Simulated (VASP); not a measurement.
A run of VASP 6.6.1 is set up as follows.

Contents of POSCAR:

```
Ti4C4F
1.0
    3.0603581490      0.0000000000      0.0000000000
   -1.5301790745      2.6503479017      0.0000000000
    0.0000000000      0.0000000000     27.7457018777
C Ti F
4 4 1
Direct
    0.3333333333      0.6666666667      0.3063537566
    0.0000000000      0.0000000000      0.3964135423
    0.6666666667      0.3333333333      0.4861190215
    0.3333333333      0.6666666667      0.5779167744
    0.6666666667      0.3333333333      0.3513836495
    0.3333333333      0.6666666667      0.4414434351
    0.0000000000      0.0000000000      0.5298532972
    0.6666666667      0.3333333333      0.6167388965
    0.0000000000      0.0000000000      0.6613419389
```

File INCAR.step1:

```
PREC = Accurate
ENCUT = 520
ISMEAR = 0
SIGMA = 0.1
LREAL = F
LASPH = T
NELM = 80
LDIPOL = T
IDIPOL = 3
DIPOL = 0.5 0.5 0.485
NBANDS = 46
GGA = PE
ALGO = Normal
EDIFF = 1E-4
LWAVE = T
LCHARG = F
```

INCAR.step2

```
PREC = Accurate
ENCUT = 520
EDIFF = 1E-7
ISMEAR = 0
SIGMA = 0.1
LREAL = F
LASPH = T
NELM = 80
ALGO = Normal
ISIF = 2
LWAVE = F
LCHARG = F
LDIPOL = T
IDIPOL = 3
DIPOL = 0.5 0.5 0.485
METAGGA = R2SCAN
LMIXTAU = T
NBANDS = 46
ISTART = 1
```

KPOINTS

```
regular mesh
0
Gamma
  12 12 1
```

Potentials or basis: VASP PAW PBE potentials, release 64 (C, Ti_sv, F).

Run with:

```bash
$ cat potpaw_PBE.64/C/POTCAR potpaw_PBE.64/Ti_sv/POTCAR potpaw_PBE.64/F/POTCAR > POTCAR
$ cp INCAR.step1 INCAR
$ mpirun -np 1 vasp_std > vasp.out
$ cp INCAR.step2 INCAR
$ mpirun -np 1 vasp_std > vasp.out
```

Problem. Estimate the largest force.

Solution. 1.057 eV/Å.

Problem. Estimate the band gap on the k mesh.

Solution. Zero (an odd number of electrons rules out a gap without spin polarisation).

Forces on the atoms (eV/Å):
```
C    0.000  0.000  1.057
C    0.000  0.000 -0.468
C    0.000  0.000 -0.005
C    0.000  0.000 -0.010
Ti   0.000  0.000 -0.819
Ti   0.000  0.000  0.172
Ti   0.000  0.000 -0.001
Ti   0.000  0.000  0.045
F    0.000  0.000  0.029
```

Caveat: the PAW data sets were made with another functional, which shifts forces and pressure a little; an odd number of electrons without spin polarisation forces a metal; a magnetic or distorted state may lie lower.
